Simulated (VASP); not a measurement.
# Sc (Pm-3n) in VASP: a series of runs

The runs below take Sc through single point, with r2SCAN.

Program: VASP 6.6.1. These are calculated values, not measurements. Logs are shortened: lines on timing, memory, paths and dates and some standing lists are left out, and cuts for length are marked.

### Step 1. The cell of the first run

It takes space group Pm-3n (No. 223, cubic). The conventional cell has a = 5.910 Å, b = 5.910 Å, c = 5.910 Å, α = 90.00°, β = 90.00°, γ = 90.00°. Within 4.3 Å of Sc (site symmetry m-3) lie 12 Sc at 3.30 Å. Sc (site symmetry -4m2) has 14 Sc at 2.95 to 3.62 Å within 3.9 Å.

### Step 2. Single point, r2SCAN

The input, POSCAR:

```
Sc
1.0
    5.9096765775      0.0000000000      0.0000000000
    0.0000000000      5.9096765775      0.0000000000
    0.0000000000      0.0000000000      5.9096765775
Sc
8
Direct
    1.0000000000      0.0000000000      1.0000000000
    0.5000000000      0.5000000000      0.5000000000
    0.2500000000      1.0000000000      0.5000000000
    0.7500000000      1.0000000000      0.5000000000
    0.5000000000      0.2500000000      1.0000000000
    0.5000000000      0.7500000000      1.0000000000
    0.0000000000      0.5000000000      0.2500000000
    0.0000000000      0.5000000000      0.7500000000
```

The input, INCAR.step1:

```
SYSTEM = Sc
  PREC = Accurate
  ENCUT = 520
  ISMEAR = -1
  SIGMA = 0.1
  LREAL = .False.
  LASPH = .True.
  NELM = 100
  NBANDS = 54
  GGA = PE
  ALGO = Normal
  EDIFF = 1E-4
  LWAVE = .True.
  LCHARG = .False.
```

The input, INCAR.step2:

```
SYSTEM = Sc
  PREC = Accurate
  ENCUT = 520
  EDIFF = 1E-6
  ISMEAR = -1
  SIGMA = 0.1
  LREAL = .False.
  LASPH = .True.
  NELM = 100
  ALGO = Normal
  ISIF = 2
  LWAVE = .False.
  LCHARG = .True.
  METAGGA = R2SCAN
  LMIXTAU = .True.
  LELF = .True.
  LVHAR = .True.
  NBANDS = 54
  ISTART = 1
```

The input, KPOINTS:

```
Automatic mesh
0
Gamma
  5 5 5
  0 0 0
```

Potentials or basis: VASP PAW PBE potentials, release 64 (Sc_sv).

The run is started by

```bash
$ cat potpaw_PBE.64/Sc_sv/POTCAR > POTCAR
$ cp INCAR.step1 INCAR
$ mpirun -np 1 vasp_std > vasp.out
$ cp INCAR.step2 INCAR
$ mpirun -np 1 vasp_std > vasp.out
```

OUTCAR:

```text
SYSTEM = Sc
   PREC = Accurate
   ENCUT = 520
   EDIFF = 1E-6
   ISMEAR = -1
   LREAL = .False.
   LASPH = .True.
   NELM = 100
   ISIF = 2
   METAGGA = R2SCAN
   ISTART = 1

 ion  position               nearest neighbor table
   1  0.000  0.000  0.000-   3 3.30   4 3.30   5 3.30   6 3.30   7 3.30   8 3.30   3 3.30   4 3.30
                             7 3.30   8 3.30   5 3.30   6 3.30
   2  0.500  0.500  0.500-   3 3.30   4 3.30   5 3.30   6 3.30   7 3.30   8 3.30   5 3.30   6 3.30
                             3 3.30   4 3.30   7 3.30   8 3.30
   3  0.250  0.000  0.500-   4 2.95   4 2.95   1 3.30   1 3.30   2 3.30   2 3.30
   4  0.750  0.000  0.500-   3 2.95   3 2.95   1 3.30   1 3.30   2 3.30   2 3.30
   5  0.500  0.250  0.000-   6 2.95   6 2.95   1 3.30   2 3.30   2 3.30   1 3.30
   6  0.500  0.750  0.000-   5 2.95   5 2.95   1 3.30   2 3.30   2 3.30   1 3.30
   7  0.000  0.500  0.250-   8 2.95   8 2.95   1 3.30   2 3.30   1 3.30   2 3.30
   8  0.000  0.500  0.750-   7 2.95   7 2.95   1 3.30   2 3.30   1 3.30   2 3.30

  LATTYP: Found a simple cubic cell.
 ALAT       =     5.9096765775

  Lattice vectors:

 A1 = (   5.9096765775,   0.0000000000,   0.0000000000)
 A2 = (   0.0000000000,   5.9096765775,   0.0000000000)
 A3 = (   0.0000000000,   0.0000000000,   5.9096765775)

Analysis of symmetry for initial positions (statically):
=====================================================================
 Subroutine PRICEL returns:
 Original cell was already a primitive cell.

 Routine SETGRP: Setting up the symmetry group for a
 simple cubic supercell.

 Subroutine GETGRP returns: Found 48 space group operations
 (whereof 24 operations were pure point group operations)
 out of a pool of 48 trial point group operations.

The static configuration has the point symmetry T_h .
 The point group associated with its full space group is O_h .

Analysis of symmetry for dynamics (positions and initial velocities):
=====================================================================
 Subroutine PRICEL returns:
 Original cell was already a primitive cell.

 Routine SETGRP: Setting up the symmetry group for a
 simple cubic supercell.

 Subroutine GETGRP returns: Found 48 space group operations
 (whereof 24 operations were pure point group operations)
 out of a pool of 48 trial point group operations.

The dynamic configuration has the point symmetry T_h .
 The point group associated with its full space group is O_h .

 Subroutine INISYM returns: Found 48 space group operations
 (whereof 24 operations are pure point group operations),
 and found     1 'primitive' translations

[... 98 lines left out ...]
   ISYM   =      2    0-nonsym 1-usesym 2-fastsym
   POTIM  = 0.5000    time-step for ionic-motion
   TEBEG  =    0.0;   TEEND  =   0.0 temperature during run
   PSTRESS=    0.0 pullay stress
   NELECT =      88.0000    total number of electrons
   NUPDOWN=      -1.0000    fix difference up-down
   EMIN   =  10.00;   EMAX   =-10.00  energy-range for DOS
   EFERMI =   0.00;   METHOD = LEGACY
   ISMEAR =    -1;   SIGMA  =   0.10  broadening in eV -4-tet -1-fermi 0-gaus
   EFERMI_NEDOS =   21; number of points for ismear=-14 and -15
   IALGO  =     38    algorithm
   IMIX   =      4    mixing-type and parameters
     AMIX     =   0.40;   BMIX     =  1.00
     AMIX_MAG =   1.60;   BMIX_MAG =  1.00
  volume/ion in A,a.u.               =      25.80       174.10
  Fermi-wavevector in a.u.,A,eV,Ry     =   1.232174  2.328471 20.657080  1.518253
  Thomas-Fermi vector in A             =   2.366954
   LORBIT       =      0    0 simple, 1 ext, 2 COOP (PROOUT), +10 PAW based schemes
   METAGGA = R2SCAN    functional components
   LHFCALC =     F    Hartree Fock is set to
   AEXX    =    0.0000 exact exchange contribution
   IVDW    =     0    specifies the selected vdW correction
   LEPSILON=     F    determine dielectric tensor
   LRPA    =     F    only Hartree local field effects (RPA)
 non-spin polarized calculation
  energy-cutoff  :      520.00
  volume of cell :      206.39
 maximum number of plane-waves:      5595
 NGX is ok and might be reduce to    48
   NGX = 21   NGY = 21   NGZ = 21

 number of electron      87.9999973 magnetization

 Free energy of the ion-electron system (eV)
  ---------------------------------------------------
  ext. energy  EPLUGINS =         0.00000000
  ---------------------------------------------------
  free energy    TOTEN  =       -89.33994685 eV

  energy without entropy =      -88.65663908  energy(sigma->0) =      -88.99829296

 E-fermi :   3.5769     XC(G=0): -10.4082

 val. band max:        3.5648534725   @ k =   0.4000   0.2000   0.0000
 cond. band min:       3.5783479908   @ k =   0.4000   0.2000   0.0000
 fundamental gap:      0.0134945183
 Fermi energy:         3.5769496637

 k-point     1 :       0.0000    0.0000    0.0000
  band No.  band energies     occupation
      1     -48.2135      2.00000
      2     -48.1906      2.00000
      3     -48.1906      2.00000
      4     -48.1325      2.00000
      5     -48.1325      2.00000
      6     -48.1325      2.00000
[... 559 lines left out ...]
     53       4.4787      0.00024
     54       4.4863      0.00022

------------------------ aborting loop because EDIFF is reached ----------------------------------------

  FORCE on cell =-STRESS in cart. coord.  units (eV):
  Direction    XX          YY          ZZ          XY          YZ          ZX
  --------------------------------------------------------------------------------------
  -------------------------------------------------------------------------------------
  Total        0.2248403      0.2248403      0.2248403     -0.0000000     -0.0000000      0.0000000
  in kB        1.7453947      1.7453947      1.7453947     -0.0000000     -0.0000000      0.0000000
  external PRESSURE =       1.7453947 kB  Pullay stress =       0.0000000 kB

 VOLUME and BASIS-vectors are now :
 -----------------------------------------------------------------------------
  energy-cutoff  :      520.00
  volume of cell :      206.39
      direct lattice vectors                 reciprocal lattice vectors
     5.909676577  0.000000000  0.000000000     0.169213998  0.000000000  0.000000000
     0.000000000  5.909676577  0.000000000     0.000000000  0.169213998  0.000000000
     0.000000000  0.000000000  5.909676577     0.000000000  0.000000000  0.169213998

 POSITION                                       TOTAL-FORCE (eV/Angst)
 -----------------------------------------------------------------------------------
      0.00000      0.00000      0.00000         0.000000     -0.000000      0.000000
      2.95484      2.95484      2.95484         0.000000     -0.000000      0.000000
      1.47742      0.00000      2.95484         0.000000      0.000000     -0.000000
      4.43226      0.00000      2.95484        -0.000000     -0.000000      0.000000
      2.95484      1.47742      0.00000         0.000000     -0.000000      0.000000
      2.95484      4.43226      0.00000         0.000000      0.000000     -0.000000
      0.00000      2.95484      1.47742        -0.000000     -0.000000     -0.000000
      0.00000      2.95484      4.43226         0.000000      0.000000      0.000000
 -----------------------------------------------------------------------------------
    total drift:                                0.000000     -0.000000      0.000000

  FREE ENERGIE OF THE ION-ELECTRON SYSTEM (eV)
  ---------------------------------------------------
  free  energy   TOTEN  =       -89.3399468452 eV

  energy  without entropy=      -88.6566390792  energy(sigma->0) =      -88.99829296
```

OUTCAR.step1:

```text
SYSTEM = Sc
   PREC = Accurate
   ENCUT = 520
   ISMEAR = -1
   LREAL = .False.
   LASPH = .True.
   NELM = 100
[... 800 lines left out ...]
      2.95484      4.43226      0.00000        -0.000000     -0.000000      0.000000
      0.00000      2.95484      1.47742        -0.000000     -0.000000      0.000000
      0.00000      2.95484      4.43226         0.000000      0.000000     -0.000000
 -----------------------------------------------------------------------------------
    total drift:                                0.000000     -0.000000      0.000000

  FREE ENERGIE OF THE ION-ELECTRON SYSTEM (eV)
  ---------------------------------------------------
  free  energy   TOTEN  =       -48.4909755080 eV

  energy  without entropy=      -47.6776988663  energy(sigma->0) =      -48.08433719
```

OSZICAR.step1:

```text
N       E                     dE             d eps       ncg     rms          rms(c)
DAV:   1     0.193455804132E+04    0.19346E+04   -0.38282E+04  1120   0.171E+03
DAV:   2     0.101980040078E+03   -0.18326E+04   -0.18137E+04  1584   0.804E+02
DAV:   3    -0.447329983530E+02   -0.14671E+03   -0.14295E+03  1784   0.318E+02
DAV:   4    -0.536014605933E+02   -0.88685E+01   -0.81597E+01  1784   0.593E+01
DAV:   5    -0.542612842090E+02   -0.65982E+00   -0.57338E+00  1800   0.143E+01    0.143E+01
DAV:   6    -0.490916805456E+02    0.51696E+01   -0.13209E+01  1326   0.253E+01    0.423E+00
DAV:   7    -0.485502536981E+02    0.54143E+00   -0.26827E+00  1488   0.112E+01    0.192E+00
DAV:   8    -0.485220421624E+02    0.28212E-01   -0.34664E-01  1600   0.404E+00    0.127E+00
DAV:   9    -0.484946976162E+02    0.27345E-01   -0.19529E-01  1568   0.350E+00    0.411E-01
DAV:  10    -0.484912125295E+02    0.34851E-02   -0.19626E-02  1568   0.105E+00    0.140E-01
DAV:  11    -0.484909943350E+02    0.21819E-03   -0.43555E-03  1488   0.443E-01    0.553E-02
DAV:  12    -0.484909755080E+02    0.18827E-04   -0.52729E-04  1176   0.206E-01
   1 F= -.48490976E+02 E0= -.48084337E+02  d E =-.813277E+00
```

Wall time 6.3 min (1 thread of AMD EPYC 9R14 (Zen 4), shared host); peak memory 0.36 GiB.

Results:

| Item | Value |
| --- | --- |
| Free energy | -89.3399 eV |
| Pressure | 0.2 GPa |
| Band gap on the k mesh | zero (bands 44 and 45 overlap by 0.32 eV) |

Levels at points of the mesh, in eV from the Fermi level:
| k point | band 41 | band 42 | band 43 | band 44 | band 45 | band 46 | band 47 | band 48 |
| --- | --- | --- | --- | --- | --- | --- | --- | --- |
| (0.00, 0.00, 0.00) | -0.57 | -0.57 | -0.31 | -0.31 | -0.31 | -0.12 | -0.12 | -0.12 |

Caveat: the PAW data sets were made with another functional, which shifts forces and pressure a little.

### Step 3. Single point, r2SCAN

POSCAR is that of step 2.

The input, INCAR.step1:

```
  ALGO = Normal
  EDIFF = 1E-4
  ENCUT = 520
  GGA = PE
  ISMEAR = -1
  LASPH = T
  LCHARG = F
  LREAL = F
  LWAVE = T
  NBANDS = 54
  NELM = 100
  PREC = Accurate
  SIGMA = 0.1
```

The input, INCAR.step2:

```
  ALGO = Normal
  EDIFF = 1E-7
  ENCUT = 520
  ISIF = 2
  ISMEAR = -1
  ISTART = 1
  LASPH = T
  LCHARG = F
  LMIXTAU = T
  LREAL = F
  LWAVE = F
  METAGGA = R2SCAN
  NBANDS = 54
  NELM = 100
  PREC = Accurate
  SIGMA = 0.1
```

The input, KPOINTS:

```
k-points
0
Gamma
  6 6 6
```

Potentials or basis: VASP PAW PBE potentials, release 64 (Sc_sv).

The run is started by

```bash
$ cat potpaw_PBE.64/Sc_sv/POTCAR > POTCAR
$ cp INCAR.step1 INCAR
$ mpirun -np 1 vasp_std > vasp.out
$ cp INCAR.step2 INCAR
$ mpirun -np 1 vasp_std > vasp.out
```

OUTCAR:

```text
EDIFF = 1E-7
   ENCUT = 520
   ISIF = 2
   ISMEAR = -1
   ISTART = 1
   LASPH = T
   LREAL = F
   METAGGA = R2SCAN
   NELM = 100
   PREC = Accurate

 ion  position               nearest neighbor table
   1  0.000  0.000  0.000-   3 3.30   4 3.30   5 3.30   6 3.30   7 3.30   8 3.30   3 3.30   4 3.30
                             7 3.30   8 3.30   5 3.30   6 3.30
   2  0.500  0.500  0.500-   3 3.30   4 3.30   5 3.30   6 3.30   7 3.30   8 3.30   5 3.30   6 3.30
                             3 3.30   4 3.30   7 3.30   8 3.30
   3  0.250  0.000  0.500-   4 2.95   4 2.95   1 3.30   1 3.30   2 3.30   2 3.30
   4  0.750  0.000  0.500-   3 2.95   3 2.95   1 3.30   1 3.30   2 3.30   2 3.30
   5  0.500  0.250  0.000-   6 2.95   6 2.95   1 3.30   2 3.30   2 3.30   1 3.30
   6  0.500  0.750  0.000-   5 2.95   5 2.95   1 3.30   2 3.30   2 3.30   1 3.30
   7  0.000  0.500  0.250-   8 2.95   8 2.95   1 3.30   2 3.30   1 3.30   2 3.30
   8  0.000  0.500  0.750-   7 2.95   7 2.95   1 3.30   2 3.30   1 3.30   2 3.30

  LATTYP: Found a simple cubic cell.
 ALAT       =     5.9096765775

  Lattice vectors:

 A1 = (   5.9096765775,   0.0000000000,   0.0000000000)
 A2 = (   0.0000000000,   5.9096765775,   0.0000000000)
 A3 = (   0.0000000000,   0.0000000000,   5.9096765775)

Analysis of symmetry for initial positions (statically):
=====================================================================
 Subroutine PRICEL returns:
 Original cell was already a primitive cell.

 Routine SETGRP: Setting up the symmetry group for a
 simple cubic supercell.

 Subroutine GETGRP returns: Found 48 space group operations
 (whereof 24 operations were pure point group operations)
 out of a pool of 48 trial point group operations.

The static configuration has the point symmetry T_h .
 The point group associated with its full space group is O_h .

Analysis of symmetry for dynamics (positions and initial velocities):
=====================================================================
 Subroutine PRICEL returns:
[... 142 lines left out ...]
   METAGGA = R2SCAN    functional components
   LHFCALC =     F    Hartree Fock is set to
   AEXX    =    0.0000 exact exchange contribution
   IVDW    =     0    specifies the selected vdW correction
   LEPSILON=     F    determine dielectric tensor
   LRPA    =     F    only Hartree local field effects (RPA)
 non-spin polarized calculation
  energy-cutoff  :      520.00
  volume of cell :      206.39
 maximum number of plane-waves:      5593
 NGX is ok and might be reduce to    48
   NGX = 21   NGY = 21   NGZ = 21

 number of electron      87.9999973 magnetization

 Free energy of the ion-electron system (eV)
  ---------------------------------------------------
  ext. energy  EPLUGINS =         0.00000000
  ---------------------------------------------------
  free energy    TOTEN  =       -89.33995246 eV

  energy without entropy =      -88.65642463  energy(sigma->0) =      -88.99818855

 E-fermi :   3.5760     XC(G=0): -10.4081

 val. band max:        3.5616690189   @ k =   0.1667   0.1667   0.1667
 cond. band min:       3.5762186620   @ k =   0.5000   0.5000   0.1667
 fundamental gap:      0.0145496431
 Fermi energy:         3.5760346854

 k-point     1 :       0.0000    0.0000    0.0000
  band No.  band energies     occupation
      1     -48.2125      2.00000
      2     -48.1896      2.00000
      3     -48.1896      2.00000
      4     -48.1314      2.00000
      5     -48.1314      2.00000
      6     -48.1314      2.00000
[... 1129 lines left out ...]
     53       4.3673      0.00073
     54       4.3673      0.00073

------------------------ aborting loop because EDIFF is reached ----------------------------------------

  FORCE on cell =-STRESS in cart. coord.  units (eV):
  Direction    XX          YY          ZZ          XY          YZ          ZX
  --------------------------------------------------------------------------------------
  -------------------------------------------------------------------------------------
  Total        0.2074221      0.2074221      0.2074221     -0.0000000      0.0000000      0.0000000
  in kB        1.6101800      1.6101800      1.6101800     -0.0000000      0.0000000      0.0000000
  external PRESSURE =       1.6101800 kB  Pullay stress =       0.0000000 kB

 VOLUME and BASIS-vectors are now :
 -----------------------------------------------------------------------------
  energy-cutoff  :      520.00
  volume of cell :      206.39
      direct lattice vectors                 reciprocal lattice vectors
     5.909676577  0.000000000  0.000000000     0.169213998  0.000000000  0.000000000
     0.000000000  5.909676577  0.000000000     0.000000000  0.169213998  0.000000000
     0.000000000  0.000000000  5.909676577     0.000000000  0.000000000  0.169213998

 POSITION                                       TOTAL-FORCE (eV/Angst)
 -----------------------------------------------------------------------------------
      0.00000      0.00000      0.00000         0.000000      0.000000     -0.000000
      2.95484      2.95484      2.95484         0.000000      0.000000     -0.000000
      1.47742      0.00000      2.95484         0.000000     -0.000000     -0.000000
      4.43226      0.00000      2.95484        -0.000000      0.000000      0.000000
      2.95484      1.47742      0.00000         0.000000     -0.000000      0.000000
      2.95484      4.43226      0.00000        -0.000000      0.000000     -0.000000
      0.00000      2.95484      1.47742         0.000000      0.000000     -0.000000
      0.00000      2.95484      4.43226        -0.000000      0.000000      0.000000
 -----------------------------------------------------------------------------------
    total drift:                                0.000000     -0.000000      0.000000

  FREE ENERGIE OF THE ION-ELECTRON SYSTEM (eV)
  ---------------------------------------------------
  free  energy   TOTEN  =       -89.3399524616 eV

  energy  without entropy=      -88.6564246299  energy(sigma->0) =      -88.99818855
```

OUTCAR.step1:

```text
EDIFF = 1E-4
   ENCUT = 520
   GGA = PE
   ISMEAR = -1
   LASPH = T
[... 1380 lines left out ...]
      2.95484      1.47742      0.00000         0.000000     -0.000000      0.000000
      2.95484      4.43226      0.00000        -0.000000      0.000000      0.000000
      0.00000      2.95484      1.47742         0.000000     -0.000000     -0.000000
      0.00000      2.95484      4.43226         0.000000      0.000000      0.000000
 -----------------------------------------------------------------------------------
    total drift:                                0.000000     -0.000000      0.000000

  FREE ENERGIE OF THE ION-ELECTRON SYSTEM (eV)
  ---------------------------------------------------
  free  energy   TOTEN  =       -48.4922764800 eV

  energy  without entropy=      -47.6825587859  energy(sigma->0) =      -48.08741763
```

OSZICAR.step1:

```text
N       E                     dE             d eps       ncg     rms          rms(c)
DAV:   1     0.197277413883E+04    0.19728E+04   -0.37853E+04  2184   0.171E+03
DAV:   2     0.110147959743E+03   -0.18626E+04   -0.18437E+04  3072   0.824E+02
DAV:   3    -0.446661979611E+02   -0.15481E+03   -0.15088E+03  3608   0.322E+02
DAV:   4    -0.537592287162E+02   -0.90930E+01   -0.85052E+01  3576   0.623E+01
DAV:   5    -0.542828637942E+02   -0.52364E+00   -0.48363E+00  3592   0.146E+01    0.143E+01
DAV:   6    -0.490915809071E+02    0.51913E+01   -0.13109E+01  2628   0.253E+01    0.423E+00
DAV:   7    -0.485508052674E+02    0.54078E+00   -0.27099E+00  3008   0.112E+01    0.192E+00
DAV:   8    -0.485232127631E+02    0.27593E-01   -0.34350E-01  3200   0.409E+00    0.127E+00
DAV:   9    -0.484960789879E+02    0.27134E-01   -0.19996E-01  3136   0.349E+00    0.414E-01
DAV:  10    -0.484924905814E+02    0.35884E-02   -0.20350E-02  3160   0.110E+00    0.138E-01
DAV:  11    -0.484923002989E+02    0.19028E-03   -0.45066E-03  2928   0.455E-01    0.581E-02
DAV:  12    -0.484922764800E+02    0.23819E-04   -0.64004E-04  2512   0.222E-01
   1 F= -.48492276E+02 E0= -.48087418E+02  d E =-.809718E+00
```

It took 14 min on 1 thread of AMD EPYC 9R14 (Zen 4), shared host; peak memory 0.41 GiB.

What came out:

* Free energy: -89.3400 eV
* Pressure: 0.2 GPa
* Band gap on the k mesh: zero (bands 44 and 45 overlap by 0.37 eV)

Levels at points of the mesh, in eV from the Fermi level:
```csv
k point,band 41,band 42,band 43,band 44,band 45,band 46,band 47,band 48
"(0.00, 0.00, 0.00)",-0.57,-0.57,-0.31,-0.31,-0.31,-0.12,-0.12,-0.12
"(0.50, 0.00, 0.00)",-0.45,-0.45,-0.02,-0.02,0.02,0.02,0.18,0.18
"(0.50, 0.50, 0.00)",-0.13,-0.13,-0.02,-0.02,0.06,0.10,0.39,0.39
"(0.50, 0.50, 0.50)",0.06,0.06,0.06,0.06,0.56,0.56,0.56,0.56
```

Caveat: the PAW data sets were made with another functional, which shifts forces and pressure a little.
